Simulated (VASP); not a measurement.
# Sr (Fm-3m) in VASP: single point with PBE

Aim: the single point of Sr with PBE.

Everything below comes from runs of VASP 6.6.1. Logs are shortened: lines on timing, memory, paths and dates and some standing lists are left out, and cuts for length are marked.

### Step 1. The cell of the first run

The structure is cubic, space group Fm-3m (No. 225). The conventional cell has a = 6.072 Å, b = 6.072 Å, c = 6.072 Å, α = 90.00°, β = 90.00°, γ = 90.00°. Sr (site symmetry m-3m) has 12 Sr at 4.29 Å within 5.6 Å.

### Step 2. Single point, PBE

Input file INCAR:

```
SYSTEM = Sr
ALGO = Fast
EDIFF = 1E-6
ENCUT = 520
GGA = PE
ISIF = 2
ISMEAR = 0
LASPH = .TRUE.
LCHARG = .FALSE.
LREAL = .FALSE.
LWAVE = .FALSE.
NBANDS = 11
NELM = 100
PREC = Accurate
SIGMA = 0.05
```

Input file KPOINTS:

```
k-points
0
G
  12 12 12
  0 0 0
```

Input file POSCAR:

```
Sr
1.0
    0.0000000000      3.0359412502      3.0359412502
    3.0359412502      0.0000000000      3.0359412502
    3.0359412502      3.0359412502      0.0000000000
Sr
1
Direct
    0.0000000000      0.0000000000      0.0000000000
```

Potentials or basis: VASP PAW PBE potentials, release 64 (Sr_sv).

Launch:

```console
cat potpaw_PBE.64/Sr_sv/POTCAR > POTCAR
mpirun -np 1 vasp_std > vasp.out
```

OUTCAR:

```text
SYSTEM = Sr
   EDIFF = 1E-6
   ENCUT = 520
   GGA = PE
   ISIF = 2
   ISMEAR = 0
   LASPH = .TRUE.
   LREAL = .FALSE.
   NELM = 100
   PREC = Accurate

 ion  position               nearest neighbor table
   1  0.000  0.000  0.000-

  LATTYP: Found a face centered cubic cell.
 ALAT       =     6.0718825004

  Lattice vectors:

 A1 = (   0.0000000000,   3.0359412502,   3.0359412502)
 A2 = (   3.0359412502,   0.0000000000,   3.0359412502)
 A3 = (   3.0359412502,   3.0359412502,   0.0000000000)

Analysis of symmetry for initial positions (statically):
=====================================================================
 Subroutine PRICEL returns:
 Original cell was already a primitive cell.

 Routine SETGRP: Setting up the symmetry group for a
 face centered cubic supercell.

 Subroutine GETGRP returns: Found 48 space group operations
 (whereof 48 operations were pure point group operations)
 out of a pool of 48 trial point group operations.

The static configuration has the point symmetry O_h .

Analysis of symmetry for dynamics (positions and initial velocities):
=====================================================================
 Subroutine PRICEL returns:
 Original cell was already a primitive cell.

 Routine SETGRP: Setting up the symmetry group for a
 face centered cubic supercell.

 Subroutine GETGRP returns: Found 48 space group operations
 (whereof 48 operations were pure point group operations)
 out of a pool of 48 trial point group operations.

The dynamic configuration has the point symmetry O_h .

 Subroutine INISYM returns: Found 48 space group operations
 (whereof 48 operations are pure point group operations),
 and found     1 'primitive' translations

----------------------------------------------------------------------------------------

                                     Primitive cell

  volume of cell :      55.9642

  direct lattice vectors                    reciprocal lattice vectors
     0.000000000  3.035941250  3.035941250    -0.164693569  0.164693569  0.164693569
     3.035941250  0.000000000  3.035941250     0.164693569 -0.164693569  0.164693569
     3.035941250  3.035941250  0.000000000     0.164693569  0.164693569 -0.164693569

  length of vectors
     4.293469291  4.293469291  4.293469291     0.285257629  0.285257629  0.285257629

  position of ions in fractional coordinates (direct lattice)
     0.000000000  0.000000000  0.000000000

  ion indices of the primitive-cell ions
   primitive index   ion index
                 1           1

----------------------------------------------------------------------------------------

 KPOINTS: k-points

Automatic generation of k-mesh.
 Grid dimensions read from file:
 generate k-points for:   12   12   12

 Generating k-lattice:

  Cartesian coordinates                     Fractional coordinates (reciprocal lattice)
    -0.013724464  0.013724464  0.013724464     0.083333333  0.000000000  0.000000000
     0.013724464 -0.013724464  0.013724464     0.000000000  0.083333333  0.000000000
     0.013724464  0.013724464 -0.013724464     0.000000000  0.000000000  0.083333333

  Length of vectors
     0.023771469  0.023771469  0.023771469

  Shift w.r.t. Gamma in fractional coordinates (k-lattice)
     0.000000000  0.000000000  0.000000000

 Subroutine IBZKPT returns following result:
 ===========================================

 Found     72 irreducible k-points:

 Following reciprocal coordinates:
            Coordinates               Weight
  0.000000  0.000000  0.000000      1.000000
  0.083333  0.000000  0.000000      8.000000
  0.166667  0.000000  0.000000      8.000000
  0.250000  0.000000  0.000000      8.000000
  0.333333  0.000000  0.000000      8.000000
  0.416667  0.000000  0.000000      8.000000
[... 16 lines left out ...]
  0.500000  0.166667  0.000000     24.000000
 -0.416667  0.166667  0.000000     24.000000
 [... further k-points ...]
   k-points           NKPTS =     72   k-points in BZ     NKDIM =     72   number of bands    NBANDS=     11
   number of dos      NEDOS =    301   number of ions     NIONS =      1
   total plane-waves  NPLWV =  32768
   dimension x,y,z NGX =    32 NGY =   32 NGZ =   32
   dimension x,y,z NGXF=    64 NGYF=   64 NGZF=   64
   ions per type =               1
   NGX,Y,Z   is equivalent  to a cutoff of  12.39, 12.39, 12.39 a.u.
   NGXF,Y,Z  is equivalent  to a cutoff of  24.78, 24.78, 24.78 a.u.
 SYSTEM =  Sr
   PREC   = accura    normal or accurate (medium, high low for compatibility)
   ISTART =      0    job   : 0-new  1-cont  2-samecut
   ICHARG =      2    charge: 1-file 2-atom 10-const
   ISPIN  =      1    spin polarized calculation?
   LNONCOLLINEAR =      F non collinear calculations
   LSORBIT =      F    spin-orbit coupling
   LASPH  =      T    aspherical Exc in radial PAW
   ENCUT  =  520.0 eV  38.22 Ry    6.18 a.u.   7.98  7.98  7.98*2*pi/ulx,y,z
   NELM   =    100;   NELMIN=  2; NELMDL= -5     # of ELM steps
   EDIFF  = 0.1E-05   stopping-criterion for ELM
   LREAL  =      F    real-space projection
   EDIFFG = 0.1E-04   stopping-criterion for IOM
   NSW    =      0    number of steps for IOM
   IBRION =     -1    ionic relax: 0-MD 1-quasi-New 2-CG
   NFREE  =      0    steps in history (QN), initial steepest desc. (CG)
   ISIF   =      2    stress and relaxation
   ISYM   =      2    0-nonsym 1-usesym 2-fastsym
   POTIM  = 0.5000    time-step for ionic-motion
   TEBEG  =    0.0;   TEEND  =   0.0 temperature during run
   PSTRESS=    0.0 pullay stress
   NELECT =      10.0000    total number of electrons
   NUPDOWN=      -1.0000    fix difference up-down
   EMIN   =  10.00;   EMAX   =-10.00  energy-range for DOS
   EFERMI =   0.00;   METHOD = LEGACY
   ISMEAR =     0;   SIGMA  =   0.05  broadening in eV -4-tet -1-fermi 0-gaus
   EFERMI_NEDOS =   21; number of points for ismear=-14 and -15
   IALGO  =     68    algorithm
   IMIX   =      4    mixing-type and parameters
     AMIX     =   0.40;   BMIX     =  1.00
     AMIX_MAG =   1.60;   BMIX_MAG =  1.00
  volume/ion in A,a.u.               =      55.96       377.66
  Fermi-wavevector in a.u.,A,eV,Ry     =   0.922086  1.742490 11.568255  0.850243
  Thomas-Fermi vector in A             =   2.047574
   LORBIT       =      0    0 simple, 1 ext, 2 COOP (PROOUT), +10 PAW based schemes
   GGA     = PE    functional components
   LHFCALC =     F    Hartree Fock is set to
   AEXX    =    0.0000 exact exchange contribution
   IVDW    =     0    specifies the selected vdW correction
   LEPSILON=     F    determine dielectric tensor
   LRPA    =     F    only Hartree local field effects (RPA)
 non-spin polarized calculation
 RMM-DIIS sequential band-by-band and
 Gauss-broadening in eV      SIGMA  =   0.05
  energy-cutoff  :      520.00
  volume of cell :       55.96
 maximum number of plane-waves:      1540
   NGX = 15   NGY = 15   NGZ = 15

 number of electron      10.0000000 magnetization

 Free energy of the ion-electron system (eV)
  ---------------------------------------------------
  ext. energy  EPLUGINS =         0.00000000
  ---------------------------------------------------
  free energy    TOTEN  =        -1.63601418 eV

  energy without entropy =       -1.63365565  energy(sigma->0) =       -1.63483492

 E-fermi :   1.5235     XC(G=0):  -7.2966

 val. band max:        1.5092211648   @ k =  -0.3333   0.3333   0.1667
 cond. band min:       1.5281492929   @ k =  -0.4167   0.2500   0.0000
 fundamental gap:      0.0189281281
 Fermi energy:         1.5234734581

 k-point     1 :       0.0000    0.0000    0.0000
  band No.  band energies     occupation
      1     -35.1260      2.00000
      2     -17.0167      2.00000
      3     -17.0167      2.00000
      4     -17.0167      2.00000
      5      -2.0935      2.00000
      6       3.8504      0.00000
      7       3.8504      0.00000
      8       3.8504      0.00000
      9       5.2884      0.00000
     10       5.2884      0.00000
     11       8.5760      0.00000

 k-point     2 :       0.0833    0.0000    0.0000
  band No.  band energies     occupation
      1     -35.1251      2.00000
      2     -17.0294      2.00000
      3     -17.0184      2.00000
      4     -17.0184      2.00000
      5      -1.9835      2.00000
      6       3.6783      0.00000
      7       3.9023      0.00000
      8       3.9023      0.00000
      9       5.2192      0.00000
     10       5.2192      0.00000
     11       8.8600      0.00000

 k-point     3 :       0.1667    0.0000    0.0000
  band No.  band energies     occupation
      1     -35.1228      2.00000
      2     -17.0636      2.00000
      3     -17.0231      2.00000
      4     -17.0231      2.00000
      5      -1.6638      2.00000
      6       3.2685      0.00000
      7       4.0034      0.00000
      8       4.0034      0.00000
      9       5.1207      0.00000
     10       5.1207      0.00000
     11       8.9890      0.00000

 k-point     4 :       0.2500    0.0000    0.0000
  band No.  band energies     occupation
      1     -35.1196      2.00000
      2     -17.1097      2.00000
      3     -17.0294      2.00000
      4     -17.0294      2.00000
      5      -1.1659      2.00000
      6       2.7803      0.00000
      7       3.9986      0.00000
      8       3.9986      0.00000
      9       5.2392      0.00000
     10       5.2392      0.00000
     11       8.2347      0.00000
[... 239 lines left out ...]
 k-point    22 :       0.4167    0.1667    0.0000
  band No.  band energies     occupation
      1     -35.1138      2.00000
      2     -17.1620      2.00000
      3     -17.0594      2.00000
      4     -17.0524      2.00000
      5      -0.0020      2.00000
      6       2.1087      0.00000
      7       3.2485      0.00000
      8       4.1547      0.00000
      9       5.4852      0.00000
     10       6.2467      0.00000
     11       7.4167      0.00000

 k-point    23 :       0.5000    0.1667    0.0000
  band No.  band energies     occupation
      1     -35.1121      2.00000
      2     -17.1815      2.00000
      3     -17.0691      2.00000
      4     -17.0525      2.00000
      5       0.6092      2.00000
      6       1.6905      0.00000
      7       3.1513      0.00000
      8       4.0492      0.00000
      9       5.9799      0.00000
     10       6.3505      0.00000
     11       6.8335      0.00000

 k-point    24 :      -0.4167    0.1667    0.0000
  band No.  band energies     occupation
      1     -35.1119      2.00000
      2     -17.1831      2.00000
      3     -17.0751      2.00000
      4     -17.0488      2.00000
      5       0.7584      2.00000
      6       1.6021      0.02606
      7       3.1094      0.00000
      8       4.0114      0.00000
      9       6.0145      0.00000
     10       6.2558      0.00000
     11       6.9174      0.00000

 [... further k-points ...]

------------------------ aborting loop because EDIFF is reached ----------------------------------------

  FORCE on cell =-STRESS in cart. coord.  units (eV):
  Direction    XX          YY          ZZ          XY          YZ          ZX
  --------------------------------------------------------------------------------------
  -------------------------------------------------------------------------------------
  Total       -0.1005853     -0.1005853     -0.1005853      0.0000000      0.0000000     -0.0000000
  in kB       -2.8796190     -2.8796190     -2.8796190      0.0000000      0.0000000     -0.0000000
  external PRESSURE =      -2.8796190 kB  Pullay stress =       0.0000000 kB

 VOLUME and BASIS-vectors are now :
 -----------------------------------------------------------------------------
  energy-cutoff  :      520.00
  volume of cell :       55.96
      direct lattice vectors                 reciprocal lattice vectors
     0.000000000  3.035941250  3.035941250    -0.164693569  0.164693569  0.164693569
     3.035941250  0.000000000  3.035941250     0.164693569 -0.164693569  0.164693569
     3.035941250  3.035941250  0.000000000     0.164693569  0.164693569 -0.164693569

 POSITION                                       TOTAL-FORCE (eV/Angst)
 -----------------------------------------------------------------------------------
      0.00000      0.00000      0.00000         0.000000      0.000000      0.000000
 -----------------------------------------------------------------------------------
    total drift:                                0.000000      0.000000     -0.000000

  FREE ENERGIE OF THE ION-ELECTRON SYSTEM (eV)
  ---------------------------------------------------
  free  energy   TOTEN  =        -1.6360141838 eV

  energy  without entropy=       -1.6336556548  energy(sigma->0) =       -1.63483492
```

Wall time 29 s (1 thread of Intel Xeon 6975P-C, shared host); peak memory 0.2 GiB.

Results:

| Quantity | Value |
| --- | --- |
| Free energy | -1.6360 eV |
| Pressure | -0.3 GPa |
| Band gap on the k mesh | zero (band 5 reaches 1.60 eV, above the bottom of band 6 at 1.53 eV) |
